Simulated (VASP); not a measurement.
A run of VASP 6.6.1 is set up as follows.

INCAR

```
  PREC = Accurate
  ENCUT = 520
  EDIFF = 1E-6
  ISMEAR = -1
  SIGMA = 0.02
  LREAL = Auto
  LASPH = T
  NELM = 120
  ALGO = Normal
  ISIF = 2
  LWAVE = F
  LCHARG = F
  GGA = PE
  NBANDS = 46
  GGA_COMPAT = F
  ISYM = -1
```

Contents of KPOINTS:

```
explicit points
4
Reciprocal
  0.25000000   0.25000000   0.25000000 2
  0.25000000   0.25000000   0.75000000 2
  0.25000000   0.75000000   0.25000000 2
  0.25000000   0.75000000   0.75000000 2
```

Contents of POSCAR:

```
C
1.0
    3.5668000000      0.0000000000      3.5668000000
    3.5668000000      3.5668000000      0.0000000000
    0.0000000000      3.5668000000      3.5668000000
C
16
Direct
    0.2443288101      0.2178908265      0.2944361893
    0.2537406078      0.7135230459      0.2870458114
    0.7537326175      0.2086274812      0.2948336044
    0.7367685320      0.7184689357      0.2943728272
    0.2555490916      0.2177662050      0.7950724739
    0.2400594370      0.7206571717      0.7881978244
    0.7403884434      0.2158793597      0.7932700179
    0.7451354155      0.7138325670      0.7820802961
    0.3731346024      0.3382487103      0.4184432825
    0.3700604183      0.8456273130      0.4153447067
    0.8667749804      0.3438146238      0.4220205787
    0.8756165190      0.8468046989      0.4077046652
    0.3779355445      0.3416422283      0.9209881406
    0.3650461198      0.8425635023      0.9199639733
    0.8723187451      0.3360114108      0.9122054783
    0.8604621790      0.8452244309      0.9146320231
```

Potentials or basis: VASP PAW PBE potentials, release 64 (C).

Run with:

```console
$ cat potpaw_PBE.64/C/POTCAR > POTCAR
$ mpirun -np 1 vasp_std > vasp.out
```

Problem. Predict the band gap on the k mesh.

Solution. 5.36 eV.

Problem. What does it give for the largest force?

Solution. 2.392 eV/Å.

Problem. What does it give for the pressure?

Solution. 3.0 GPa.

Forces on the atoms (eV/Å):
```
C    0.175  0.268  0.173
C   -0.720  0.739 -0.381
C    0.569  0.485 -2.065
C    1.336 -0.781  0.303
C   -1.636 -0.595 -1.640
C   -0.125  0.688  0.734
C    0.842 -0.389  0.924
C   -0.078  1.066  0.716
C    0.612  0.183  0.713
C   -0.749  0.033 -0.030
C    0.239 -0.890 -0.427
C   -1.604 -0.454  0.883
C   -0.917  0.631 -1.941
C    1.188 -1.286 -0.014
C    1.128  1.223  1.090
C   -0.259 -0.922  0.963
```

Caveat: the atoms stand as in a frame of molecular dynamics; a shifted mesh leaves out Γ, where band edges can lie; forces of over 1 eV/Å act on the atoms, so gaps and moduli don't describe the material at rest. A k mesh can miss the band edges.
